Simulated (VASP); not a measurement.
**BN: single point with PBE**

Crystal: BN.

```xyz
4
Lattice="2.5875 0.0000 0.0000 -1.2938 2.2409 0.0000 0.0000 0.0000 4.2825" Properties=species:S:1:pos:R:3 pbc="T T T"
N     0.0000    1.4939    0.5365
N     1.2938    0.7470    2.6777
B     0.0000    1.4939    2.1401
B     1.2938    0.7470    4.2813
```

```yaml
Program: VASP 6.6.1
Task: single point
Functional: PBE
Potentials_or_basis: VASP PAW PBE potentials, release 64 (N, B)
Cutoff: 520 eV
k_mesh: 12 × 12 × 6
Occupations: fermi-dirac, width 0.05 eV
Spin: no spin polarisation
Dipole_correction: no
Further_INCAR_settings: ALGO = Normal; EDIFF = 1e-06; NBANDS = 16
```

```
Pressure               : -13.5 GPa
Largest force          : 0.043 eV/Å
Band gap on the k mesh : 5.25 eV, indirect (least direct gap 8.04 eV)
```

Forces on the atoms (eV/Å):
```
N    0.000  0.000 -0.043
N    0.000  0.000 -0.043
B    0.000  0.000  0.043
B    0.000  0.000  0.043
```

Stress tensor (GPa, compression positive):
```
-13.18   0.00   0.00
  0.00 -13.18   0.00
  0.00   0.00 -14.07
```

Levels at points of the mesh, in eV from the valence-band top:
```csv
k point,band 5,band 6,band 7,band 8,band 9,band 10,band 11,band 12
"(0.00, 0.00, 0.00)",-2.02,-0.26,0.00,0.00,8.17,8.17,8.29,8.95
"(0.50, 0.00, 0.00)",-6.63,-4.74,-4.18,-2.01,6.54,7.80,10.34,10.97
"(0.00, 0.00, 0.50)",-1.12,-1.12,-1.12,-1.12,9.04,9.04,9.66,9.66
"(0.50, 0.00, 0.50)",-3.58,-3.58,-3.42,-3.42,6.40,6.40,9.70,9.70
```

It took 15 s on 1 thread of AMD EPYC 9R14 (Zen 4), with other jobs on the host, peak memory 0.11 GiB.

A k mesh can miss the band edges. As with any semilocal functional, this PBE gap is likely too small.
